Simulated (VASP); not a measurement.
**ScAl: single point with LDA**

ScAl:

```
Sc Al
1.0
     3.37035    0.00000    0.00000
     0.00000    3.37035    0.00000
     0.00000    0.00000    3.37035
Sc Al
1 1
Direct
  0.50000 0.50000 0.51854
  0.00000 0.00000 0.00000
```

This cell differs from its parent crystal: all Sc atoms moved +0.062 Å, as atom 1 along Cartesian [0 0 1].

```
Program             : VASP 6.6.1
Task                : single point
Functional          : LDA
Potentials or basis : VASP PAW LDA potentials, release 64 (Sc_sv, Al)
Cutoff              : 520 eV
k mesh              : 14 × 14 × 14
Occupations         : fermi-dirac, width 0.02 eV
Spin                : no spin polarisation
```

```json
{
 "Pressure": "-4.2 GPa",
 "Largest force": "0.283 eV/Å",
 "Band gap on the k mesh": "zero (band 7 reaches 6.12 eV, above the bottom of band 8 at 5.00 eV)"
}
```

Forces on the atoms (eV/Å):
```
Sc   0.000  0.000 -0.283
Al   0.000  0.000  0.283
```

Levels at points of the mesh, in eV from the Fermi level:
```
           k point  band 3  band 4  band 5  band 6  band 7  band 8  band 9  band 10  band 11  band 12
(0.00, 0.00, 0.00)  -27.77  -27.77   -8.41   -0.68   -0.68    2.64    2.64     2.64     3.74     3.74
(0.50, 0.00, 0.00)  -27.76  -27.76   -5.64   -4.50    0.23    0.73    0.74     2.87     3.75     6.11
(0.00, 0.00, 0.50)  -27.76  -27.76   -5.64   -4.50    0.23    0.74    0.74     2.87     3.75     6.13
(0.50, 0.50, 0.00)  -27.93  -27.74   -4.72   -1.79   -1.79   -0.83    1.49     1.49     3.63     4.80
(0.00, 0.50, 0.50)  -27.93  -27.74   -4.72   -1.79   -1.79   -0.83    1.48     1.48     3.63     4.81
(0.50, 0.50, 0.50)  -27.91  -27.91   -2.54   -2.53   -2.53   -0.53    2.97     2.97     2.98     3.70
```

Run time: 2.9 min on 1 thread of Intel(R) Xeon(R) Platinum 8259CL CPU @ 2.50GHz (Skylake/Cascade Lake), with other jobs on the host, peak memory 0.27 GiB.

Caveat: the cell differs from its parent crystal (all Sc atoms moved +0.062 Å, as atom 1 along Cartesian [0 0 1]).
